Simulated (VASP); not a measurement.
# WC (P-6m2) in VASP: further runs

WC is run at these levels: PBEsol; tasks: single point.

Everything below comes from runs of VASP 6.6.1. Logs are shortened: lines on timing, memory, paths and dates and some standing lists are left out, and cuts for length are marked.

## (1) The cell of the first run

The structure is hexagonal, space group P-6m2 (No. 187). The conventional cell has a = 2.658 Å, b = 2.658 Å, c = 3.370 Å, α = 90.00°, β = 90.00°, γ = 120.00°. W (site symmetry -6m2) has 6 C at 2.28 Å and 6 W at 2.66 Å within 3.0 Å. Within 3.0 Å of C (site symmetry -6m2) lie 6 W at 2.28 Å and 6 C at 2.66 Å.

## (2) Single point, PBEsol

INCAR reads:

```
SYSTEM = WC
PREC = Accurate
ENCUT = 520
EDIFF = 1E-6
ISMEAR = 0
SIGMA = 0.15
LREAL = .False.
LASPH = .True.
NELM = 100
ALGO = Normal
ISIF = 2
LWAVE = .False.
LCHARG = .False.
GGA = PS
NBANDS = 16
```

KPOINTS reads:

```
regular mesh
0
Gamma
  21 21 18
  0 0 0
```

POSCAR reads:

```
WC
1.0
    2.6576143944      0.0000000000      0.0000000000
   -1.3288071972      2.3015615790      0.0000000000
    0.0000000000      0.0000000000      3.3697306049
W C
1 1
Direct
    0.0000000000      0.0000000000      0.0000000000
    0.6666666667      0.3333333333      0.5000000000
```

Potentials or basis: VASP PAW PBE potentials, release 64 (W_sv, C).

The run is started by

```bash
$ cat potpaw_PBE.64/W_sv/POTCAR potpaw_PBE.64/C/POTCAR > POTCAR
$ mpirun -np 1 vasp_std > vasp.out
```

OUTCAR:

```text
SYSTEM = WC
   PREC = Accurate
   ENCUT = 520
   EDIFF = 1E-6
   ISMEAR = 0
   LREAL = .False.
   LASPH = .True.
   NELM = 100
   ISIF = 2
   GGA = PS

 ion  position               nearest neighbor table
   1  0.000  0.000  0.000-   2 2.28   2 2.28   2 2.28   2 2.28   2 2.28   2 2.28
   2  0.667  0.333  0.500-   1 2.28   1 2.28   1 2.28   1 2.28   1 2.28   1 2.28

  LATTYP: Found a hexagonal cell.
 ALAT       =     2.6576143944
 C/A-ratio  =     1.2679531733

  Lattice vectors:

 A1 = (   2.6576143944,   0.0000000000,   0.0000000000)
 A2 = (  -1.3288071972,   2.3015615790,   0.0000000000)
 A3 = (   0.0000000000,   0.0000000000,   3.3697306049)

Analysis of symmetry for initial positions (statically):
=====================================================================
 Subroutine PRICEL returns:
 Original cell was already a primitive cell.

 Routine SETGRP: Setting up the symmetry group for a
 hexagonal supercell.

 Subroutine GETGRP returns: Found 12 space group operations
 (whereof 12 operations were pure point group operations)
 out of a pool of 24 trial point group operations.

The static configuration has the point symmetry D_3h.

Analysis of symmetry for dynamics (positions and initial velocities):
=====================================================================
 Subroutine PRICEL returns:
 Original cell was already a primitive cell.

 Routine SETGRP: Setting up the symmetry group for a
 hexagonal supercell.

 Subroutine GETGRP returns: Found 12 space group operations
 (whereof 12 operations were pure point group operations)
 out of a pool of 24 trial point group operations.

The dynamic configuration has the point symmetry D_3h.

 Subroutine INISYM returns: Found 12 space group operations
 (whereof 12 operations are pure point group operations),
 and found     1 'primitive' translations

----------------------------------------------------------------------------------------

                                     Primitive cell

  volume of cell :      20.6115

  direct lattice vectors                    reciprocal lattice vectors
     2.657614394  0.000000000  0.000000000     0.376277312  0.217243807  0.000000000
    -1.328807197  2.301561579  0.000000000     0.000000000  0.434487614  0.000000000
     0.000000000  0.000000000  3.369730605     0.000000000  0.000000000  0.296759628

  length of vectors
     2.657614394  2.657614394  3.369730605     0.434487614  0.434487614  0.296759628

  position of ions in fractional coordinates (direct lattice)
     0.000000000  0.000000000  0.000000000
     0.666666667  0.333333333  0.500000000

  ion indices of the primitive-cell ions
   primitive index   ion index
                 1           1
                 2           2

----------------------------------------------------------------------------------------

 KPOINTS: regular mesh

Automatic generation of k-mesh.
 Grid dimensions read from file:
 generate k-points for:   21   21   18

 Generating k-lattice:

  Cartesian coordinates                     Fractional coordinates (reciprocal lattice)
     0.017917967  0.010344943  0.000000000     0.047619048  0.000000000  0.000000000
     0.000000000  0.020689886  0.000000000     0.000000000  0.047619048  0.000000000
     0.000000000  0.000000000  0.016486646     0.000000000  0.000000000  0.055555556

  Length of vectors
     0.020689886  0.020689886  0.016486646

  Shift w.r.t. Gamma in fractional coordinates (k-lattice)
     0.000000000  0.000000000  0.000000000

 Subroutine IBZKPT returns following result:
 ===========================================

 Found    480 irreducible k-points:

 Following reciprocal coordinates:
            Coordinates               Weight
  0.000000  0.000000  0.000000      1.000000
  0.047619  0.000000  0.000000      6.000000
  0.095238 -0.000000  0.000000      6.000000
  0.142857 -0.000000  0.000000      6.000000
  0.190476 -0.000000  0.000000      6.000000
  0.238095 -0.000000  0.000000      6.000000
[... 16 lines left out ...]
  0.142857  0.095238  0.000000     12.000000
  0.190476  0.095238  0.000000     12.000000
 [... further k-points ...]
   k-points           NKPTS =    480   k-points in BZ     NKDIM =    480   number of bands    NBANDS=     16
   number of dos      NEDOS =    301   number of ions     NIONS =      2
   total plane-waves  NPLWV =  11200
   dimension x,y,z NGX =    20 NGY =   20 NGZ =   28
   dimension x,y,z NGXF=    40 NGYF=   40 NGZF=   56
   ions per type =               1   1
   NGX,Y,Z   is equivalent  to a cutoff of  12.51, 12.51, 13.81 a.u.
   NGXF,Y,Z  is equivalent  to a cutoff of  25.02, 25.02, 27.63 a.u.
 SYSTEM =  WC
   PREC   = accura    normal or accurate (medium, high low for compatibility)
   ISTART =      0    job   : 0-new  1-cont  2-samecut
   ICHARG =      2    charge: 1-file 2-atom 10-const
   ISPIN  =      1    spin polarized calculation?
   LNONCOLLINEAR =      F non collinear calculations
   LSORBIT =      F    spin-orbit coupling
   LASPH  =      T    aspherical Exc in radial PAW
   ENCUT  =  520.0 eV  38.22 Ry    6.18 a.u.   4.94  4.94  6.27*2*pi/ulx,y,z
   NELM   =    100;   NELMIN=  2; NELMDL= -5     # of ELM steps
   EDIFF  = 0.1E-05   stopping-criterion for ELM
   LREAL  =      F    real-space projection
   EDIFFG = 0.1E-04   stopping-criterion for IOM
   NSW    =      0    number of steps for IOM
   IBRION =     -1    ionic relax: 0-MD 1-quasi-New 2-CG
   NFREE  =      0    steps in history (QN), initial steepest desc. (CG)
   ISIF   =      2    stress and relaxation
   ISYM   =      2    0-nonsym 1-usesym 2-fastsym
   POTIM  = 0.5000    time-step for ionic-motion
   TEBEG  =    0.0;   TEEND  =   0.0 temperature during run
   PSTRESS=    0.0 pullay stress
   NELECT =      18.0000    total number of electrons
   NUPDOWN=      -1.0000    fix difference up-down
   EMIN   =  10.00;   EMAX   =-10.00  energy-range for DOS
   EFERMI =   0.00;   METHOD = LEGACY
   ISMEAR =     0;   SIGMA  =   0.15  broadening in eV -4-tet -1-fermi 0-gaus
   EFERMI_NEDOS =   21; number of points for ismear=-14 and -15
   IALGO  =     38    algorithm
   IMIX   =      4    mixing-type and parameters
     AMIX     =   0.40;   BMIX     =  1.00
     AMIX_MAG =   1.60;   BMIX_MAG =  1.00
  volume/ion in A,a.u.               =      10.31        69.55
  Fermi-wavevector in a.u.,A,eV,Ry     =   1.564813  2.957068 33.315762  2.448639
  Thomas-Fermi vector in A             =   2.667381
   LORBIT       =      0    0 simple, 1 ext, 2 COOP (PROOUT), +10 PAW based schemes
   GGA     = PS    functional components
   LHFCALC =     F    Hartree Fock is set to
   AEXX    =    0.0000 exact exchange contribution
   IVDW    =     0    specifies the selected vdW correction
   LEPSILON=     F    determine dielectric tensor
   LRPA    =     F    only Hartree local field effects (RPA)
 non-spin polarized calculation
 Gauss-broadening in eV      SIGMA  =   0.15
  energy-cutoff  :      520.00
  volume of cell :       20.61
 maximum number of plane-waves:       579
 NGX is ok and might be reduce to    20

 number of electron      17.9999998 magnetization

 Free energy of the ion-electron system (eV)
  ---------------------------------------------------
  ext. energy  EPLUGINS =         0.00000000
  ---------------------------------------------------
  free energy    TOTEN  =       -22.02047338 eV

  energy without entropy =      -22.01555712  energy(sigma->0) =      -22.01801525

 E-fermi :  11.4016     XC(G=0): -13.9984

 val. band max:       11.4010436226   @ k =   0.0952  -0.0000   0.4444
 cond. band min:      11.4064444766   @ k =   0.0952   0.0952   0.3889
 fundamental gap:      0.0054008541
 Fermi energy:        11.4016100829

 k-point     1 :       0.0000    0.0000    0.0000
  band No.  band energies     occupation
      1     -62.8070      2.00000
      2     -27.1644      2.00000
      3     -26.2134      2.00000
      4     -26.2134      2.00000
      5      -3.3987      2.00000
      6       5.5200      2.00000
[... 8 lines left out ...]
     15      24.2182      0.00000
     16      29.3981      0.00000

 k-point     2 :       0.0476    0.0000    0.0000
  band No.  band energies     occupation
      1     -62.8031      2.00000
      2     -27.1581      2.00000
      3     -26.2561      2.00000
      4     -26.2227      2.00000
      5      -3.3283      2.00000
      6       5.6206      2.00000
[... 8 lines left out ...]
     15      24.3207      0.00000
     16      29.0136      0.00000

 k-point     3 :       0.0952   -0.0000    0.0000
  band No.  band energies     occupation
      1     -62.7917      2.00000
      2     -27.1396      2.00000
      3     -26.3792      2.00000
      4     -26.2498      2.00000
      5      -3.1215      2.00000
      6       5.9074      2.00000
[... 8 lines left out ...]
     15      24.6460      0.00000
     16      28.2356      0.00000

 k-point     4 :       0.1429   -0.0000    0.0000
  band No.  band energies     occupation
      1     -62.7738      2.00000
      2     -27.1104      2.00000
      3     -26.5685      2.00000
      4     -26.2920      2.00000
      5      -2.7906      2.00000
      6       6.3180      2.00000
[... 8 lines left out ...]
     15      25.2245      0.00000
     16      27.4864      0.00000
[... 324 lines left out ...]
 k-point    22 :       0.0952    0.0952    0.0000
  band No.  band energies     occupation
      1     -62.7637      2.00000
      2     -27.0939      2.00000
      3     -26.6626      2.00000
      4     -26.3274      2.00000
      5      -2.5979      2.00000
      6       6.5797      2.00000
[... 8 lines left out ...]
     15      25.5528      0.00000
     16      27.1933      0.00000

 k-point    23 :       0.1429    0.0952    0.0000
  band No.  band energies     occupation
      1     -62.7418      2.00000
      2     -27.0582      2.00000
      3     -26.8729      2.00000
      4     -26.3912      2.00000
      5      -2.1683      2.00000
      6       6.9222      2.00000
[... 8 lines left out ...]
     15      26.2717      0.00000
     16      26.7873      0.00000

 k-point    24 :       0.1905    0.0952    0.0000
  band No.  band energies     occupation
      1     -62.7171      2.00000
      2     -27.1032      2.00000
      3     -27.0177      2.00000
      4     -26.4629      2.00000
      5      -1.6503      2.00000
      6       6.6403      2.00000
[... 8 lines left out ...]
     15      26.6058      0.00000
     16      26.9882      0.00000

 [... further k-points ...]

------------------------ aborting loop because EDIFF is reached ----------------------------------------

  FORCE on cell =-STRESS in cart. coord.  units (eV):
  Direction    XX          YY          ZZ          XY          YZ          ZX
  --------------------------------------------------------------------------------------
  -------------------------------------------------------------------------------------
  Total        7.2372872      7.2372872    -11.4262159      0.0000000     -0.0000000      0.0000000
  in kB      562.5700918    562.5700917   -888.1846442      0.0000000     -0.0000000      0.0000000
  external PRESSURE =      78.9851798 kB  Pullay stress =       0.0000000 kB

 VOLUME and BASIS-vectors are now :
 -----------------------------------------------------------------------------
  energy-cutoff  :      520.00
  volume of cell :       20.61
      direct lattice vectors                 reciprocal lattice vectors
     2.657614394  0.000000000  0.000000000     0.376277312  0.217243807  0.000000000
    -1.328807197  2.301561579  0.000000000     0.000000000  0.434487614  0.000000000
     0.000000000  0.000000000  3.369730605     0.000000000  0.000000000  0.296759628

 POSITION                                       TOTAL-FORCE (eV/Angst)
 -----------------------------------------------------------------------------------
      0.00000      0.00000      0.00000         0.000000      0.000000      0.000000
      1.32881      0.76719      1.68487        -0.000000      0.000000      0.000000
 -----------------------------------------------------------------------------------
    total drift:                               -0.000000      0.000000      0.000000

  FREE ENERGIE OF THE ION-ELECTRON SYSTEM (eV)
  ---------------------------------------------------
  free  energy   TOTEN  =       -22.0204733823 eV

  energy  without entropy=      -22.0155571155  energy(sigma->0) =      -22.01801525
```

It took 2 min on 1 thread of Intel Xeon Platinum 8259CL at 2.50GHz (Skylake/Cascade Lake), shared host; peak memory 0.26 GiB.

What came out:

| Item | Value |
| --- | --- |
| Free energy | -22.0205 eV |
| Pressure | 7.9 GPa |
| Band gap on the k mesh | zero (band 9 reaches 12.25 eV, above the bottom of band 10 at 10.84 eV) |

Stress tensor (GPa, compression positive):
```
 56.26   0.00   0.00
  0.00  56.26   0.00
  0.00   0.00 -88.82
```

Caveat: the PAW data sets were made with another functional, which shifts forces and pressure a little; spin-orbit coupling is left out, which moves the levels of the heavy elements.

## (3) Single point, PBEsol

This run uses another cell than the first one, of the same volume but with other edges.

INCAR reads:

```
SYSTEM = WC
ALGO = Normal
EDIFF = 1E-6
ENCUT = 910
GGA = PS
GGA_COMPAT = .FALSE.
ISIF = 2
ISMEAR = 0
LASPH = .TRUE.
LCHARG = .FALSE.
LREAL = .FALSE.
LWAVE = .FALSE.
NBANDS = 16
NELM = 120
PREC = Accurate
SIGMA = 0.15
```

KPOINTS reads:

```
k-points
0
G
  21 21 18
  0 0 0
```

POSCAR reads:

```
WC
1.0
    3.1244704561      0.0000000000      0.0000000000
   -1.5622352281      2.7058707884      0.0000000000
    0.0000000000      0.0000000000      2.4379582952
W C
1 1
Direct
    0.0000000000      0.0000000000      0.0000000000
    0.6666666667      0.3333333333      0.5000000000
```

Potentials or basis: VASP PAW PBE potentials, release 64 (W_sv, C_h).

The run is started by

```bash
$ cat potpaw_PBE.64/W_sv/POTCAR potpaw_PBE.64/C_h/POTCAR > POTCAR
$ mpirun -np 1 vasp_std > vasp.out
```

Run time: 83 s. Hardware: 1 thread of Intel Xeon 6975P-C (Granite Rapids), shared host; peak memory 0.46 GiB.

It converged, with:

```yaml
Free_energy: -22.2615 eV
Pressure: 27.3 GPa
Band_gap_on_the_k_mesh: zero (band 9 reaches 14.20 eV, above the bottom of band 10 at 10.63 eV)
```

Stress tensor (GPa, compression positive):
```
-29.88   0.00   0.00
  0.00 -29.88   0.00
  0.00   0.00 141.67
```

Levels at points of the mesh, in eV from the Fermi level:
```csv
k point,band 7,band 8,band 9,band 10,band 11,band 12
"(0.00, 0.00, 0.00)",-5.26,-5.20,2.45,4.15,4.19,4.19
"(0.00, 0.00, 0.50)",-4.35,-4.35,-0.59,-0.59,2.98,2.98
```

Caveat: the cutoff is under 1.25 times the usual one of these potentials, so pressure, stress and relaxed cells hold a basis-set (Pulay) error; the PAW data sets were made with another functional, which shifts forces and pressure a little; spin-orbit coupling is left out, which moves the levels of the heavy elements.

## (4) Single point, PBEsol

This run uses another cell than the first one, of the same volume but with other edges.

INCAR reads:

```
PREC     = Accurate       # precision mode
ENCUT    = 910            # plane-wave cutoff, eV
EDIFF    = 1E-6           # SCF threshold, eV
ISMEAR   = 0              # smearing method
SIGMA    = 0.15           # smearing width, eV
LREAL    = F              # projectors in reciprocal space
LASPH    = T              # aspherical terms in the spheres
NELM     = 120            # most SCF steps
ALGO     = Normal         # electronic algorithm
ISIF     = 2              # what is computed and relaxed
LWAVE    = F              # write WAVECAR
LCHARG   = F              # write CHGCAR
GGA      = PS             # functional
NBANDS   = 16             # bands
GGA_COMPAT= F
```

KPOINTS reads:

```
Automatic mesh
0
Gamma
  21 21 18
```

POSCAR reads:

```
WC
1.0
    2.9402392704      0.0000000000      0.0000000000
   -1.4701196352      2.5463219013      0.0000000000
    0.0000000000      0.0000000000      2.7530479113
W C
1 1
Direct
    0.0000000000      0.0000000000      0.0000000000
    0.6666666667      0.3333333333      0.5000000000
```

The run is started by

```bash
$ cat potpaw_PBE.64/W_sv/POTCAR potpaw_PBE.64/C_h/POTCAR > POTCAR
$ mpirun -np 1 vasp_std > vasp.out
```

Wall time 2.1 min (1 thread of Intel Xeon 6975P-C (Granite Rapids), shared host); peak memory 0.47 GiB.

The run converged. Its results:

```
Free energy            : -23.8546 eV
Pressure               : 2.7 GPa
Band gap on the k mesh : zero (band 9 reaches 12.26 eV, above the bottom of band 10 at 10.81 eV)
```

Stress tensor (GPa, compression positive):
```
-7.48  0.00  0.00
 0.00 -7.48  0.00
 0.00  0.00 23.17
```

Levels at points of the mesh, in eV from the Fermi level:
| k point | band 6 | band 7 | band 8 | band 9 | band 10 | band 11 | band 12 | band 13 |
| --- | --- | --- | --- | --- | --- | --- | --- | --- |
| (0.00, 0.00, 0.00) | -4.38 | -3.69 | -3.69 | 0.51 | 3.34 | 3.34 | 5.83 | 5.83 |
| (0.00, 0.00, 0.50) | -8.68 | -2.46 | -2.46 | -0.60 | -0.60 | 4.29 | 4.29 | 4.42 |

Caveat: the cutoff is under 1.25 times the usual one of these potentials, so pressure, stress and relaxed cells hold a basis-set (Pulay) error; the PAW data sets were made with another functional, which shifts forces and pressure a little; spin-orbit coupling is left out, which moves the levels of the heavy elements.

## (5) Single point, PBEsol

This run uses another cell than the first one, of the same volume but with other edges.

INCAR reads:

```
SYSTEM = WC
PREC     = Accurate       ! precision mode
ENCUT    = 910            ! plane-wave cutoff, eV
EDIFF    = 1E-6           ! SCF threshold, eV
ISMEAR   = 0              ! smearing method
SIGMA    = 0.15           ! smearing width, eV
LREAL    = .False.        ! projectors in reciprocal space
LASPH    = .True.         ! aspherical terms in the spheres
NELM     = 120            ! most SCF steps
ALGO     = Normal         ! electronic algorithm
ISIF     = 2              ! what is computed and relaxed
LWAVE    = .False.        ! write WAVECAR
LCHARG   = .False.        ! write CHGCAR
GGA      = PS             ! functional
NBANDS   = 16             ! bands
GGA_COMPAT= .False.
```

KPOINTS reads:

```
regular mesh
0
Gamma
  21 21 18
  0 0 0
```

POSCAR reads:

```
WC
1.0
    2.8098007436      0.0000000000      0.0000000000
   -1.4049003718      2.4333588235      0.0000000000
    0.0000000000      0.0000000000      3.0145887278
W C
1 1
Direct
    0.0000000000      0.0000000000      0.0000000000
    0.6666666667      0.3333333333      0.5000000000
```

The run is started by

```bash
$ cat potpaw_PBE.64/W_sv/POTCAR potpaw_PBE.64/C_h/POTCAR > POTCAR
$ mpirun -np 1 vasp_std > vasp.out
```

Run time: 3.4 min. Hardware: 1 thread of Intel Xeon Platinum 8488C (Sapphire Rapids), shared host; peak memory 0.46 GiB.

The run converged. Its results:

```
Free energy            : -23.6314 eV
Pressure               : -1.0 GPa
Band gap on the k mesh : zero (band 9 reaches 11.76 eV, above the bottom of band 10 at 10.70 eV)
```

Stress tensor (GPa, compression positive):
```
 21.11   0.00   0.00
  0.00  21.11   0.00
  0.00   0.00 -45.16
```

Levels at points of the mesh, in eV from the Fermi level:
| k point | band 7 | band 8 | band 9 | band 10 | band 11 | band 12 |
| --- | --- | --- | --- | --- | --- | --- |
| (0.00, 0.00, 0.00) | -2.70 | -2.70 | -0.78 | 3.18 | 3.18 | 5.30 |
| (0.00, 0.00, 0.50) | -1.08 | -1.08 | -0.67 | -0.67 | 1.92 | 4.99 |

Caveat: the cutoff is under 1.25 times the usual one of these potentials, so pressure, stress and relaxed cells hold a basis-set (Pulay) error; the PAW data sets were made with another functional, which shifts forces and pressure a little; spin-orbit coupling is left out, which moves the levels of the heavy elements.

[end of part 1 of 2]
